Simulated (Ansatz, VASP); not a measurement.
**Ga3Cl in VASP and in Ansatz**

```
Ga Cl
1.0
     4.51554    0.00000    0.00000
     0.00000    4.51554    0.00000
     0.00000    0.00000    4.51554
Ga Cl
3 1
Cartesian
  0.0000 2.2578 2.2578
  2.2578 0.0000 2.2578
  2.2578 2.2578 0.0000
  0.0000 0.0000 0.0000
```

Alike in both runs: functional PBE; k mesh 4 × 4 × 4; occupations gaussian, width 0.1 eV; no spin polarisation.

Ansatz relaxed the structure, and its values are those at the end. VASP's run is a single point on that final structure, the one shown.

|  | VASP | Ansatz |
| --- | --- | --- |
| version | VASP 6.6.1 | Ansatz 0.2.0 |
| potentials or method | VASP PAW PBE potentials, release 64 (Ga_d, Cl), cutoff 520 eV | scalar-relativistic, plane waves, PAW |
| valence electrons in the cell | 46 | 46 |

|  | VASP | Ansatz | Ansatz less VASP |
| --- | --- | --- | --- |
| gap on the k mesh at the Fermi level (eV) | none | none | - |
| pressure (GPa) | 0.1 | 0.1 | 0.00 |

A gap of «none» marks a metal or a gap that the smearing closes.
